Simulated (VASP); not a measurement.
Ho2Sb2N, 5 atoms in the cell. The structure is orthorhombic, space group Immm (No. 71). Conventional cell: a = 3.380 Å, b = 7.759 Å, c = 8.858 Å, α = 90.00°, β = 90.00°, γ = 90.00°. Ho (site symmetry m2m) has 2 N at 2.30 Å and 3 Ho at 3.11 to 3.38 Å and 6 Sb at 3.24 to 3.31 Å within 3.4 Å. Within 4.0 Å of Sb (site symmetry mm2) lie 3 Sb at 3.01 to 3.38 Å and 6 Ho at 3.24 to 3.31 Å and 2 N at 3.38 Å. Within 3.0 Å of N (site symmetry mmm) lie 4 Ho at 2.30 Å. The cell was generated, and may not be a known phase.

```yaml
Program: VASP 6.6.1
Task: single point
Functional: PBE
Potentials_or_basis: VASP PAW PBE potentials, release 64 (Ho_3, Sb, N), 4f in core
Cutoff: 600 eV
k_mesh: 5 × 5 × 5
Occupations: gaussian, width 0.2 eV
Spin: no spin polarisation
Dipole_correction: no
Further_INCAR_settings: ALGO = Normal; EDIFF = 1e-06; NBANDS = 24
```

Potentials or basis: VASP PAW PBE potentials, release 64 (Ho_3, Sb, N), 4f in core.

Command:

```bash
$ cat potpaw_PBE.64/Ho_3/POTCAR potpaw_PBE.64/Sb/POTCAR potpaw_PBE.64/N/POTCAR > POTCAR
$ mpirun -np 1 vasp_std > vasp.out
```

Hardware: 1 thread of Intel(R) Xeon(R) 6975P-C (Granite Rapids), with other jobs on the host.

Q: Estimate the wall time of this run.

A: It took 95 s on 1 thread of Intel(R) Xeon(R) 6975P-C (Granite Rapids) (shared host), peak memory 0.4 GiB. Counts: scf iterations 14, k points 27.
